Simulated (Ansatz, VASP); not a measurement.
**One calculation of BP, two programs**

```
CELL_PARAMETERS angstrom
0.00000 2.19805 2.41785
2.19805 0.00000 2.41785
2.19805 2.19805 0.00000
ATOMIC_POSITIONS crystal
B 0.00000 0.00000 0.00000
P 0.75000 0.75000 0.75000
```

Alike in both runs: task single point; functional r2SCAN; k mesh 12 × 12 × 12; occupations gaussian, width 0.05 eV; no spin polarisation.

|  | VASP | Ansatz |
| --- | --- | --- |
| version | VASP 6.6.1 | Ansatz 0.2.0 |
| potentials or method | VASP PAW PBE potentials, release 64 (B, P), cutoff 520 eV | scalar-relativistic, plane waves, PAW |
| valence electrons in the cell | 8 | 8 |

|  | VASP | Ansatz | Ansatz less VASP |
| --- | --- | --- | --- |
| gap on the k mesh at the Fermi level (eV) | 0.68 | 0.65 | -0.028 |
| least direct gap on the mesh (eV) | 3.13 | 3.09 | -0.038 |
| pressure (GPa) | -0.7 | -0.2 | +0.51 |
| traceless stress, the component that is largest in VASP (GPa) | -20.65 | -20.56 | +0.088 |

VASP's potentials were made for PBE, not for r2SCAN. The functional is the same, so the differences come from potentials, cutoffs and numerics.
